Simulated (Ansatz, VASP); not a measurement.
## V: VASP beside Ansatz

File INCAR:

```
ALGO = Normal
EDIFF = 1E-8
ENCUT = 520
GGA = PE
ISIF = 2
ISMEAR = -1
ISPIN = 2
LASPH = True
LCHARG = False
LEFG = True
LMAXMIX = 4
LORBIT = 11
LREAL = False
LWAVE = False
MAGMOM = 1.5
NBANDS = 16
NELM = 150
PREC = Accurate
SIGMA = 0.03
```

KPOINTS

```
k-points
0
Gamma
  19 19 19
```

File POSCAR:

```
V
1.0
   -1.5426742003      1.5426742003      1.5426742003
    1.5426742003     -1.5426742003      1.5426742003
    1.5426742003      1.5426742003     -1.5426742003
V
1
Direct
    0.0000000000      0.0000000000      0.0000000000
```

Input for Ansatz:

```yaml
crystal:
  lattice:
    - [-1.5426742003, 1.5426742003, 1.5426742003]
    - [1.5426742003, -1.5426742003, 1.5426742003]
    - [1.5426742003, 1.5426742003, -1.5426742003]
  atoms:
    - { symbol: V, position: [0.0, 0.0, 0.0], spin: 1.5 }
magnetization:
  spin_polarized: true
kpoints:
  mp_grid: { grid: [19, 19, 19] }
scf:
  occupations: { method: fermi_dirac, width: 0.03 }
hamiltonian:
  xc: pbe
  pseudopotentials: { kind: paw }
output:
  forces: true
  stress: true
  eigenvalues: true
  efg: { contact_densities: true }
```

Change from the starting cell: volume scaled by 1.06, PAW files.

Alike in both runs: task electric field gradients; functional PBE; k mesh 19 × 19 × 19; occupations fermi-dirac, width 0.03 eV; collinear spin.

|  | VASP | Ansatz |
| --- | --- | --- |
| version | VASP 6.6.1 | Ansatz 0.2.0 |
| potentials or method | VASP PAW PBE potentials, release 64 (V_sv) | PAW with Ansatz's default frozen-core files, scalar-relativistic |
| plane-wave cutoff (eV) | 520 | 420 |
| valence electrons in the cell | 13 | 13 |

```tsv
	VASP	Ansatz	Ansatz less VASP
pressure (GPa)	-13.3	-13.5	-0.17
net moment per atom (μB)	0.00	0.00	0.000
```

Ansatz's warnings: seeded moment not kept.
